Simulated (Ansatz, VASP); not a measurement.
**TlCl in VASP and in Ansatz**

```xyz
2
Lattice="3.9141 0.0000 0.0000 0.0000 3.9141 0.0000 0.0000 0.0000 3.9141" Properties=species:S:1:pos:R:3 pbc="T T T"
Tl    0.0000    0.0000    0.0000
Cl    1.9571    1.9571    1.9571
```

Alike in both runs: task single point; functional r2SCAN; k mesh 6 × 6 × 6; no spin polarisation.

|  | VASP | Ansatz |
| --- | --- | --- |
| version | VASP 6.6.1 | Ansatz 0.2.0 |
| potentials or method | VASP PAW PBE potentials, release 64 (Tl_d, Cl) | plane waves, PAW |
| plane-wave cutoff (eV) | 550 | 500 |
| occupations | gaussian, width 0.01 eV | fixed |
| valence electrons in the cell | 20 | 20 |

|  | VASP | Ansatz | Ansatz less VASP |
| --- | --- | --- | --- |
| gap on the k mesh at the Fermi level (eV) | 2.65 | 2.64 | -0.007 |
| pressure (GPa) | -1.5 | -1.4 | +0.05 |

VASP's potentials were made for PBE, not for r2SCAN.

Neither program's run includes spin-orbit coupling.
